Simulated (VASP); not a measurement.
Wanted: the native input for a VASP 6.6.1 run.

```
Task                   : single point
Functional             : r2SCAN
Dispersion             : D3(BJ)
Potentials or basis    : VASP PAW PBE potentials, release 64 (B, N)
Cutoff                 : 660 eV
k mesh                 : 10 × 10 × 4
Occupations            : gaussian, width 0.05 eV
Spin                   : no spin polarisation
Dipole correction      : no
Further INCAR settings : ALGO = Normal; EDIFF = 1e-06; NBANDS = 16
```

Crystal: BN.

```
CELL_PARAMETERS angstrom
2.47644 0.00000 0.00000
-1.23822 2.14466 0.00000
0.00000 0.00000 5.62126
ATOMIC_POSITIONS crystal
B 0.33333 0.66667 0.25000
B 0.66667 0.33333 0.75000
N 0.33333 0.66667 0.75000
N 0.66667 0.33333 0.25000
```

The input as run:

POSCAR

```
BN
1.0
    2.4764420250      0.0000000000      0.0000000000
   -1.2382210125      2.1446617047      0.0000000000
    0.0000000000      0.0000000000      5.6212567970
B N
2 2
Direct
    0.3333333333      0.6666666667      0.2500000000
    0.6666666667      0.3333333333      0.7500000000
    0.3333333333      0.6666666667      0.7500000000
    0.6666666667      0.3333333333      0.2500000000
```

INCAR.step1

```
SYSTEM = BN
PREC = Accurate
ENCUT = 660
ISMEAR = 0
SIGMA = 0.05
LREAL = .FALSE.
LASPH = .TRUE.
NELM = 120
NBANDS = 16
GGA = PE
ALGO = Normal
EDIFF = 1E-5
LWAVE = .TRUE.
LCHARG = .FALSE.
GGA_COMPAT = .FALSE.
```

INCAR.step2

```
SYSTEM = BN
PREC = Accurate
ENCUT = 660
EDIFF = 1E-6
ISMEAR = 0
SIGMA = 0.05
LREAL = .FALSE.
LASPH = .TRUE.
NELM = 120
ALGO = Normal
ISIF = 2
LWAVE = .FALSE.
LCHARG = .TRUE.
METAGGA = R2SCAN
LMIXTAU = .TRUE.
IVDW = 12
LELF = .TRUE.
LVHAR = .TRUE.
NBANDS = 16
VDW_S6 = 1.0
VDW_S8 = 0.78981345
VDW_A1 = 0.49484001
VDW_A2 = 5.73083694
ISTART = 1
GGA_COMPAT = .FALSE.
```

KPOINTS

```
regular mesh
0
G
  10 10 4
  0 0 0
```

Potentials or basis: VASP PAW PBE potentials, release 64 (B, N).

Launch:

```console
$ cat potpaw_PBE.64/B/POTCAR potpaw_PBE.64/N/POTCAR > POTCAR
$ cp INCAR.step1 INCAR
$ mpirun -np 1 vasp_std > vasp.out
$ cp INCAR.step2 INCAR
$ mpirun -np 1 vasp_std > vasp.out
```

Results of the run:

```yaml
Pressure: 12.9 GPa
Band_gap_on_the_k_mesh: 4.74 eV (least direct gap 5.01 eV)
Dispersion_energy_per_atom: -0.083 eV
```

Caveat: the cell stands under pressure; the PAW data sets were made with another functional, which shifts forces and pressure a little.

Wall time 2.2 min on 1 thread of Intel Xeon 8259CL, with other jobs on the host, peak memory 0.18 GiB.
